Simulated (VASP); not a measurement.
Set up this calculation in VASP 6.6.1, as the native input.

```
Task                   : single point
Functional             : PBE
Potentials or basis    : VASP PAW PBE potentials, release 64 (Mg, O)
Cutoff                 : 520 eV
k mesh                 : 9 × 9 × 7
Occupations            : fermi-dirac, width 0.05 eV
Spin                   : no spin polarisation
Dipole correction      : no
Further INCAR settings : ALGO = Normal; EDIFF = 1e-07; NBANDS = 16
```

The structure of MgO lies in POSCAR:

```
MgO
1.0
    3.4152073240      0.0000000000      0.0000000000
   -1.7076036621      2.9576563018      0.0000000000
    0.0000000000      0.0000000000      4.0927511408
Mg O
2 2
Direct
    0.3333333333      0.6666666667      0.2500000000
    0.6666666667      0.3333333333      0.7500000000
    0.3333333333      0.6666666667      0.7500000000
    0.6666666667      0.3333333333      0.2500000000
```

The input as run:

INCAR

```
PREC = Accurate ; ENCUT = 520
EDIFF = 1E-7 ; ISMEAR = -1
SIGMA = 0.05 ; LREAL = F
LASPH = T ; NELM = 100
ALGO = Normal ; ISIF = 2
LWAVE = F ; LCHARG = F
GGA = PE ; NBANDS = 16
```

KPOINTS

```
regular mesh
0
Gamma
  9 9 7
```

Potentials or basis: VASP PAW PBE potentials, release 64 (Mg, O).

Run with:

```bash
$ cat potpaw_PBE.64/Mg/POTCAR potpaw_PBE.64/O/POTCAR > POTCAR
$ mpirun -np 1 vasp_std > vasp.out
```

Results of the run:

```json
{
 "Pressure": "14.1 GPa",
 "Band gap on the k mesh": "3.76 eV"
}
```

Caveat: the cell stands under pressure; an odd mesh through Γ misses points on the zone boundary, where band edges can lie.

Wall time 38 s on 1 thread of Intel Xeon 8259CL (shared host), peak memory 0.17 GiB.
